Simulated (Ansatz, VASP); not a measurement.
**LiSe2 in VASP and in Ansatz**

```
Li Se
1.0
     2.04791    1.18236    4.80668
    -2.04791    1.18236    4.80668
     0.00000   -2.36473    4.80668
Li Se
1 2
Direct
  0.99928 0.99928 0.99928
  0.25157 0.25157 0.25157
  0.41585 0.41585 0.41585
```

Alike in both runs: functional PBE; k mesh 12 × 12 × 12; occupations gaussian, width 0.1 eV; no spin polarisation.

Ansatz relaxed the structure, and its values are those at the end. VASP's run is a single point on that final structure, the one shown.

|  | VASP | Ansatz |
| --- | --- | --- |
| version | VASP 6.6.1 | Ansatz 0.2.0 |
| potentials or method | VASP PAW PBE potentials, release 64 (Li_sv, Se), cutoff 520 eV | scalar-relativistic, plane waves, PAW |
| valence electrons in the cell | 15 | 35 |

```csv
,VASP,Ansatz,Ansatz less VASP
gap on the k mesh at the Fermi level (eV),none,none,-
rms of the force components (eV/Å),0.013,0.001,-0.0121
```

A gap of «none» marks a metal or a gap that the smearing closes. The functional is the same, so the differences come from potentials, cutoffs and numerics. VASP's potentials hold 15 valence electrons a cell and Ansatz's 35, so a difference there can come from the potentials and not from the codes.

Noted on VASP's run: the cutoff is short for stress, so the pressure is rough.
